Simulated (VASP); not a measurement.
Input of a VASP 6.6.1 run:

The input INCAR:

```
  PREC = Accurate
  ENCUT = 510
  EDIFF = 1E-8
  ISMEAR = 0
  SIGMA = 0.01
  LREAL = False
  LASPH = True
  NELM = 120
  ALGO = Normal
  ISIF = 2
  LWAVE = False
  LCHARG = False
  GGA = PS
  NBANDS = 21
  IBRION = 8
  NSW = 1
  LEPSILON = True
  GGA_COMPAT = False
```

The input KPOINTS:

```
regular mesh
0
Gamma
  6 6 6
```

File POSCAR:

```
GaAs
1.0
    0.0000000000      2.8289295164      2.8289295164
    2.8289295164      0.0000000000      2.8289295164
    2.8289295164      2.8289295164      0.0000000000
Ga As
1 1
Direct
    0.0000000000      0.0000000000      0.0000000000
    0.2500000000      0.2500000000      0.2500000000
```

Potentials or basis: VASP PAW PBE potentials, release 64 (Ga_d, As_d).

Launch:

```sh
$ cat potpaw_PBE.64/Ga_d/POTCAR potpaw_PBE.64/As_d/POTCAR > POTCAR
$ mpirun -np 1 vasp_std > vasp.out
```

Question: Estimate the electronic dielectric tensor (diagonal).

Answer: 76.97.

Question: Estimate the Born charges (mean of the diagonal).

Answer: Ga +2.69; As -2.69 e.

Question: Predict the highest phonon frequency at Γ, LO-TO splitting left out.

Answer: 263 cm⁻¹.

Born effective charge tensors (e):
atom 1, Ga
```
2.69 0.00 0.00
0.00 2.69 0.00
0.00 0.00 2.69
```
atom 2, As
```
-2.69  0.00  0.00
 0.00 -2.69  0.00
 0.00  0.00 -2.69
```
